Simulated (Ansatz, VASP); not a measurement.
## PbS in VASP and in Ansatz

File POSCAR:

```
PbS
1.0
    4.0622492242      0.0000000000      0.0000000000
   -2.0311246120      3.5180110247      0.0000000000
    0.0000000000      0.0000000000      3.7627422943
Pb S
1 1
Direct
    0.0000000000      0.0000000000      0.0000000000
    0.6666666667      0.3333333333      0.5000000000
```

The input INCAR.step1:

```
SYSTEM = PbS
  PREC = Accurate
  ENCUT = 520
  EDIFF = 1E-5
  ISMEAR = -1
  SIGMA = 0.05
  LREAL = .FALSE.
  LASPH = .TRUE.
  NELM = 100
  ALGO = Normal
  ISIF = 2
  LWAVE = .TRUE.
  NBANDS = 17
  GGA = PE
```

INCAR.step2

```
SYSTEM = PbS
  PREC = Accurate
  ENCUT = 520
  EDIFF = 1E-6
  ISMEAR = -1
  SIGMA = 0.05
  LREAL = .FALSE.
  LASPH = .TRUE.
  NELM = 100
  ALGO = Normal
  ISIF = 2
  LWAVE = .FALSE.
  LCHARG = .TRUE.
  GGA = PE
  LHFCALC = .TRUE.
  HFSCREEN = 0.2079
  PRECFOCK = Normal
  LELF = .TRUE.
  LVHAR = .TRUE.
  NBANDS = 17
  ISTART = 1
```

KPOINTS

```
regular mesh
0
G
  4 4 4
  0 0 0
```

File input:

```
crystal:
  lattice:
    - [4.0622492242, 0.0, 0.0]
    - [-2.031124612, 3.5180110247, 0.0]
    - [0.0, 0.0, 3.7627422943]
  atoms:
    - { symbol: Pb, position: [0.0, 0.0, 0.0] }
    - { symbol: S, position: [0.6666666667, 0.3333333333, 0.5] }
hamiltonian:
  xc: hse06
  pseudopotentials: { kind: paw }
kpoints:
  mp_grid: { grid: [4, 4, 4] }
scf:
  occupations: { method: fermi_dirac, width: 0.05 }
output:
  forces: true
  stress: true
  eigenvalues: true
  write_density: true
  write_potential: true
  elf: true
  volumetric_format: npy
```

Alike in both runs: task single point; functional HSE06; k mesh 4 × 4 × 4; occupations fermi-dirac, width 0.05 eV; no spin polarisation.

```csv
,VASP,Ansatz
version,VASP 6.6.1,Ansatz 0.2.0
potentials or method,"VASP PAW PBE potentials, release 64 (Pb_d, S)",Ansatz PAW
plane-wave cutoff (eV),520,420
valence electrons in the cell,20,20
```

```csv
,VASP,Ansatz,Ansatz less VASP
gap on the k mesh at the Fermi level (eV),0.53,0.53,-0.001
least direct gap on the mesh (eV),1.31,1.30,-0.006
pressure (GPa),-0.1,0.0,+0.10
"traceless stress, the component that is largest in VASP (GPa)",0.47,0.49,+0.016
```

The functional is the same, so the differences come from potentials, cutoffs and numerics.

The k mesh is coarse, so the values compare programs but aren't converged. Spin-orbit coupling is off throughout.
